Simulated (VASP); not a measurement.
## Si3Ge: single point with PBE

Crystal: Si3Ge.

```
CELL_PARAMETERS angstrom
5.04762 0.00000 0.00000
0.00000 5.04762 0.00000
0.00000 0.00000 2.57646
ATOMIC_POSITIONS crystal
Si 0.00000 0.50000 0.00000
Si 0.50000 0.00000 0.00000
Si 0.00000 0.00000 0.50000
Ge 0.50000 0.50000 0.00000
```

```json
{"Program": "VASP 6.6.1", "Task": "single point", "Functional": "PBE", "Potentials or basis": "VASP PAW PBE potentials, release 64 (Si, Ge_d)", "Cutoff": "520 eV", "k mesh": "10 × 10 × 18", "Occupations": "gaussian, width 0.1 eV", "Spin": "no spin polarisation"}
```

| Item | Value |
| --- | --- |
| Pressure | -0.1 GPa |
| Band gap on the k mesh | zero (band 13 reaches 9.72 eV, above the bottom of band 14 at 6.62 eV) |

Levels at points of the mesh, in eV from the Fermi level:
| k point | band 9 | band 10 | band 11 | band 12 | band 13 | band 14 | band 15 | band 16 | band 17 | band 18 |
| --- | --- | --- | --- | --- | --- | --- | --- | --- | --- | --- |
| (0.00, 0.00, 0.00) | -6.58 | -6.58 | -3.69 | -2.86 | -2.86 | 1.81 | 6.81 | 7.50 | 7.50 | 8.44 |
| (0.50, 0.00, 0.00) | -7.33 | -5.38 | -5.19 | -0.75 | -0.59 | 3.35 | 3.43 | 6.59 | 7.30 | 7.90 |
| (0.50, 0.50, 0.00) | -10.53 | -0.18 | -0.18 | -0.12 | 0.16 | 1.44 | 1.44 | 1.51 | 1.56 | 8.92 |
| (0.00, 0.00, 0.50) | -3.38 | -3.32 | -2.97 | -2.47 | -2.47 | -0.26 | -0.26 | 1.06 | 1.51 | 1.51 |
| (0.50, 0.00, 0.50) | -5.77 | -2.56 | -2.27 | -2.01 | -1.84 | -1.67 | -0.16 | 0.16 | 2.99 | 3.39 |
| (0.50, 0.50, 0.50) | -5.37 | -5.00 | -4.71 | -4.71 | -4.16 | 3.41 | 4.04 | 4.35 | 4.35 | 4.79 |

Run time: 120 s on 1 thread of Intel(R) Xeon(R) Platinum 8259CL CPU @ 2.50GHz (Skylake/Cascade Lake), on a shared host, peak memory 0.37 GiB.
